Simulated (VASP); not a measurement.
## RbCdI3: single point with PBE

RbCdI3:

```xyz
5
Lattice="5.6534 0.0000 0.0000 0.0000 5.6534 0.0000 0.0000 0.0000 5.6534" Properties=species:S:1:pos:R:3 pbc="T T T"
Rb    0.0000    0.0000    0.0000
Cd    2.8267    2.8267    2.8267
I     2.8267    2.8267    0.0000
I     2.8267    0.0000    2.8267
I     0.0000    2.8267    2.8267
```

This cell differs from its parent crystal: strain -5.0%.

```json
{
 "Program": "VASP 6.6.1",
 "Task": "single point",
 "Functional": "PBE",
 "Potentials or basis": "VASP PAW PBE potentials, release 64 (Rb_sv, Cd, I)",
 "Cutoff": "520 eV",
 "k mesh": "4 × 4 × 4",
 "Occupations": "fermi-dirac, width 0.02 eV",
 "Spin": "no spin polarisation"
}
```

| Item | Value |
| --- | --- |
| Pressure | 5.6 GPa |
| Band gap on the k mesh | zero (bands 21 and 22 overlap by 0.17 eV) |

Levels at points of the mesh, in eV from the Fermi level:
```csv
k point,band 17,band 18,band 19,band 20,band 21,band 22,band 23,band 24,band 25,band 26
"(0.00, 0.00, 0.00)",-1.09,-1.09,-0.66,-0.66,-0.66,-0.21,3.60,4.63,4.63,5.24
"(0.50, 0.00, 0.00)",-1.40,-1.40,-1.40,-0.88,-0.88,3.14,4.82,5.34,6.08,6.38
"(0.50, 0.50, 0.00)",-1.62,-1.48,-1.48,-0.12,-0.06,4.70,4.95,4.95,5.69,6.39
"(0.50, 0.50, 0.50)",-0.09,-0.09,-0.09,-0.04,-0.04,3.88,4.17,4.17,4.17,6.43
```

It took 40 s on 1 thread of Intel(R) Xeon(R) Platinum 8488C (Sapphire Rapids), with other jobs on the host, peak memory 0.27 GiB.

Caveat: the cell differs from its parent crystal (strain -5.0%); the cell stands under pressure; semilocal functionals underestimate gaps, and a narrow one can read as zero; spin-orbit coupling is left out, which moves the levels of the heavy elements.
